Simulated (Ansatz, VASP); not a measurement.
## Two plane-wave programs on Ru

The input INCAR:

```
SYSTEM = Ru
PREC     = Accurate       ! precision mode
ENCUT    = 520            ! plane-wave cutoff, eV
EDIFF    = 1E-6           ! SCF threshold, eV
ISMEAR   = -1             ! smearing method
SIGMA    = 0.08           ! smearing width, eV
LREAL    = .FALSE.        ! projectors in reciprocal space
LASPH    = .TRUE.         ! aspherical terms in the spheres
NELM     = 80             ! most SCF steps
ALGO     = Normal         ! electronic algorithm
ISIF     = 2              ! what is computed and relaxed
LWAVE    = .FALSE.        ! write WAVECAR
LCHARG   = .FALSE.        ! write CHGCAR
GGA      = PE             ! functional
NBANDS   = 21             ! bands
```

File KPOINTS:

```
regular mesh
0
G
  18 18 10
  0 0 0
```

POSCAR

```
Ru
1.0
    2.6027521572      0.0000000000      0.0000000000
   -1.3013760786      2.2540494879      0.0000000000
    0.0000000000      0.0000000000      4.1310537582
Ru
2
Direct
    0.3333333333      0.6666666667      0.2500000000
    0.6666666667      0.3333333333      0.7500000000
```

Input for Ansatz:

```yaml
crystal:
  lattice:
    - [2.6027521572, 0.0, 0.0]
    - [-1.3013760786, 2.2540494879, 0.0]
    - [0.0, 0.0, 4.1310537582]
  atoms:
    - { symbol: Ru, position: [0.3333333333, 0.6666666667, 0.25] }
    - { symbol: Ru, position: [0.6666666667, 0.3333333333, 0.75] }
kpoints:
  mp_grid: { grid: [18, 18, 10] }
scf:
  occupations: { method: fermi_dirac, width: 0.08 }
hamiltonian:
  xc: pbe
  pseudopotentials: { kind: paw, level: accurate }
output:
  forces: true
  stress: true
  eigenvalues: true
```

Alike in both runs: task single point; functional PBE; k mesh 18 × 18 × 10; occupations fermi-dirac, width 0.08 eV; no spin polarisation.

|  | VASP | Ansatz |
| --- | --- | --- |
| version | VASP 6.6.1 | Ansatz 0.2.0 |
| potentials or method | VASP PAW PBE potentials, release 64 (Ru_pv) | PAW with other files of Ansatz's library (level accurate), scalar-relativistic |
| plane-wave cutoff (eV) | 520 | 840 |
| valence electrons in the cell | 28 | 32 |

VASP gave:

- pressure (GPa): 54.2

Estimate Ansatz's values.

pressure (GPa): 54.0.

Both programs put the cell under a high pressure, so it lies far from rest at this level. The functional is the same, so the differences come from potentials, cutoffs and numerics. VASP's potentials hold 28 valence electrons a cell and Ansatz's 32, so a difference there can come from the potentials and not from the codes.
